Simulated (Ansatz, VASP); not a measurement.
## One calculation of C, two programs

INCAR

```
SYSTEM = C
PREC = Accurate
ENCUT = 520
EDIFF = 1E-8
ISMEAR = -1
SIGMA = 0.03
LREAL = .False.
LASPH = .True.
NELM = 60
ALGO = Normal
ISIF = 2
LWAVE = .False.
LCHARG = .False.
GGA = PE
LEFG = .True.
NBANDS = 8
```

Contents of KPOINTS:

```
Automatic mesh
0
Gamma
  15 15 15
  0 0 0
```

Contents of POSCAR:

```
C
1.0
    1.7515661725      0.0000000000      0.0000000000
    0.0000000000      1.7515661725      0.0000000000
    0.0000000000      0.0000000000      1.7515661725
C
1
Direct
    0.0000000000      0.0000000000      0.0000000000
```

Input for Ansatz:

```yaml
crystal:
  lattice:
    - [1.7515661725, 0.0, 0.0]
    - [0.0, 1.7515661725, 0.0]
    - [0.0, 0.0, 1.7515661725]
  atoms:
    - { symbol: C, position: [0.0, 0.0, 0.0] }
kpoints:
  mp_grid: { grid: [15, 15, 15] }
scf:
  occupations: { method: fermi_dirac, width: 0.03 }
hamiltonian:
  xc: pbe
  pseudopotentials: { kind: all_electron, datasets: crystal }
output:
  forces: true
  stress: true
  eigenvalues: true
  efg: { contact_densities: true }
```

Change from the starting cell: volume scaled by 0.96, crystal datasets.

Alike in both runs: task electric field gradients; functional PBE; k mesh 15 × 15 × 15; occupations fermi-dirac, width 0.03 eV; no spin polarisation.

```csv
,VASP,Ansatz
version,VASP 6.6.1,Ansatz 0.2.0
potentials or method,"VASP PAW PBE potentials, release 64 (C), cutoff 520 eV","all-electron PAW with datasets made for the crystal, scalar-relativistic"
```

Ansatz gave:

| Quantity | Value |
| --- | --- |
| pressure (GPa) | 13.2 |

Which values does VASP return?

Pressure (GPa): 13.6.

Ansatz ran all-electron here, and VASP with PAW potentials.
